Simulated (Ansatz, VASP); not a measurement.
## Two plane-wave programs on MgO

```
CELL_PARAMETERS angstrom
0.00000 2.10211 2.10211
2.10211 0.00000 2.10211
2.10211 2.10211 0.00000
ATOMIC_POSITIONS crystal
Mg 0.00000 0.00000 0.00000
O 0.50000 0.50000 0.50000
```

Alike in both runs: functional r2SCAN; k mesh 10 × 10 × 10; occupations gaussian, width 0.02 eV; no spin polarisation.

Ansatz relaxed the structure, and its values are those at the end. VASP's run is a single point on that final structure, the one shown.

|  | VASP | Ansatz |
| --- | --- | --- |
| version | VASP 6.6.1 | Ansatz 0.2.0 |
| potentials or method | VASP PAW PBE potentials, release 64 (Mg_sv, O), cutoff 660 eV | scalar-relativistic, plane waves, PAW |
| valence electrons in the cell | 16 | 16 |

|  | VASP | Ansatz | Ansatz less VASP |
| --- | --- | --- | --- |
| gap on the k mesh at the Fermi level (eV) | 5.71 | 5.69 | -0.027 |
| least direct gap on the mesh (eV) | 5.71 | 5.69 | -0.027 |
| pressure (GPa) | -0.2 | 0.0 | +0.18 |

VASP's potentials were made for PBE, not for r2SCAN.
